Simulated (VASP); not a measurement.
## Mg31O33 (a cell with a defect): single point with PBEsol

Mg31O33 (a cell with a defect):

```
CELL_PARAMETERS angstrom
8.42881 0.00000 0.00000
0.00000 8.42881 0.00000
0.00000 0.00000 8.42881
ATOMIC_POSITIONS crystal
O 0.24922 0.00001 0.00066
O 0.24796 0.99999 0.50066
O 0.24796 0.50001 0.00064
O 0.23351 0.50012 0.50070
O 0.75077 0.99997 0.00064
O 0.75201 0.99996 0.50064
O 0.75201 0.50002 0.00059
O 0.76656 0.49999 0.50061
O 0.00001 0.24932 0.00062
O 0.00003 0.24841 0.50063
O 0.99998 0.75069 0.00063
O 0.00000 0.75163 0.50064
O 0.49998 0.24812 0.00057
O 0.50003 0.23337 0.50051
O 0.49998 0.75193 0.00063
O 0.49990 0.76658 0.50071
O 0.00001 0.00001 0.24995
O 0.99998 0.00002 0.75132
O 0.00003 0.49999 0.24902
O 0.00000 0.50000 0.75224
O 0.50001 0.99995 0.24871
O 0.49997 0.00001 0.75253
O 0.50001 0.49996 0.23403
O 0.49991 0.50015 0.76724
O 0.50005 0.49957 0.50120
O 0.25041 0.25051 0.25115
O 0.25042 0.25053 0.75016
O 0.25043 0.74951 0.25118
O 0.25035 0.74953 0.75014
O 0.74964 0.25048 0.25111
O 0.74957 0.25047 0.75010
O 0.74957 0.74948 0.25112
O 0.74956 0.74951 0.75015
Mg 0.99999 0.00002 0.00062
Mg 0.00000 0.99999 0.50065
Mg 0.99997 0.50000 0.00066
Mg 0.00001 0.50004 0.50057
Mg 0.50001 0.00003 0.00063
Mg 0.50000 0.99995 0.50065
Mg 0.50000 0.50001 0.00069
Mg 0.25110 0.25100 0.00069
Mg 0.25412 0.25355 0.50064
Mg 0.25104 0.74905 0.00066
Mg 0.25395 0.74652 0.50068
Mg 0.74891 0.25098 0.00064
Mg 0.74601 0.25342 0.50060
Mg 0.74892 0.74902 0.00065
Mg 0.74591 0.74641 0.50062
Mg 0.25111 0.00003 0.25165
Mg 0.25103 0.00004 0.74969
Mg 0.25416 0.50001 0.25426
Mg 0.25389 0.50004 0.74725
Mg 0.74891 0.99999 0.25160
Mg 0.74891 0.00001 0.74967
Mg 0.74589 0.49998 0.25414
Mg 0.74599 0.49999 0.74712
Mg 0.00002 0.25102 0.25162
Mg 0.00000 0.25099 0.74962
Mg 0.99997 0.74900 0.25162
Mg 0.99996 0.74903 0.74963
Mg 0.50003 0.25392 0.25456
Mg 0.49999 0.25387 0.74668
Mg 0.50002 0.74605 0.25450
Mg 0.49994 0.74622 0.74681
```

- Program: VASP 6.6.1
- Task: single point
- Functional: PBEsol
- Potentials or basis: VASP PAW PBE potentials, release 64 (O, Mg)
- Cutoff: 520 eV
- k mesh: 1 × 1 × 1, shifted
- Occupations: fermi-dirac, width 0.05 eV
- Spin: collinear spin
- Fixed moment: 1 μB

The largest force is 0.120 eV/Å and the net moment is 1.00 μB per cell. The site moments are O +0.00, +0.01, -0.00, -0.01, +0.15, +0.62 (each value once); Mg +0.00, -0.00, +0.01 (each value once) μB. The valence electrons inside the program's atomic spheres are O 5.08, 5.05, 5.06, 4.63 (each value once); Mg 0.42, 0.46, 0.41 (each value once).

Forces in eV/Å, atoms in the order of the input:
```
O   -0.006  0.002  0.002
O   -0.024  0.006  0.002
O    0.018  0.000  0.002
O   -0.039 -0.009  0.000
O    0.005  0.003  0.002
O    0.025  0.003  0.001
O   -0.017 -0.004  0.003
O    0.036 -0.002  0.002
O   -0.001 -0.003  0.003
O    0.000 -0.020  0.004
O   -0.001  0.003  0.004
O   -0.004  0.017  0.003
O    0.003  0.018  0.005
O    0.000 -0.038  0.010
O    0.000 -0.020  0.002
O    0.006  0.027 -0.004
O   -0.002 -0.001 -0.014
O    0.000  0.001  0.018
O   -0.001  0.001 -0.036
O   -0.003  0.000  0.036
O    0.001  0.007 -0.040
O    0.002  0.004  0.039
O    0.002  0.001 -0.099
O    0.005 -0.011  0.119
O   -0.001  0.008 -0.009
O   -0.001  0.002 -0.025
O   -0.002  0.002  0.027
O   -0.008 -0.002 -0.031
O   -0.005  0.001  0.036
O    0.000  0.002 -0.026
O    0.001  0.005  0.030
O    0.006 -0.001 -0.026
O    0.005 -0.002  0.030
Mg   0.001  0.000  0.001
Mg   0.000  0.002 -0.005
Mg   0.002  0.000 -0.002
Mg   0.002 -0.004  0.002
Mg  -0.002 -0.002 -0.001
Mg  -0.001 -0.006 -0.004
Mg  -0.003  0.000 -0.004
Mg  -0.014 -0.015 -0.005
Mg   0.034  0.037  0.000
Mg  -0.011  0.015  0.000
Mg   0.053 -0.035 -0.003
Mg   0.014 -0.016 -0.004
Mg  -0.041  0.041  0.000
Mg   0.012  0.016 -0.005
Mg  -0.047 -0.031  0.002
Mg  -0.001 -0.005  0.008
Mg   0.004 -0.003 -0.014
Mg   0.002  0.004  0.065
Mg   0.010  0.001 -0.080
Mg   0.000 -0.002  0.009
Mg  -0.003 -0.004 -0.014
Mg  -0.003  0.000  0.071
Mg  -0.007  0.004 -0.075
Mg   0.001 -0.005  0.008
Mg   0.001  0.001 -0.012
Mg   0.004  0.004  0.008
Mg   0.000  0.000 -0.010
Mg  -0.001 -0.004  0.061
Mg  -0.001  0.001 -0.066
Mg  -0.006  0.006  0.077
Mg   0.000  0.001 -0.078
```

Wall time 88 min on 1 thread of Intel(R) Xeon(R) Platinum 8259CL CPU @ 2.50GHz (Skylake/Cascade Lake), on a shared host, peak memory 1.1 GiB.

Caveat: the k points lie up to 0.37 Å⁻¹ apart; the cell carries a net charge on a neutralising background, which shifts energy and pressure; the PAW data sets were made with another functional, which shifts forces and pressure a little; the total moment is fixed, so each spin has its own Fermi level and the state may be an excited one.
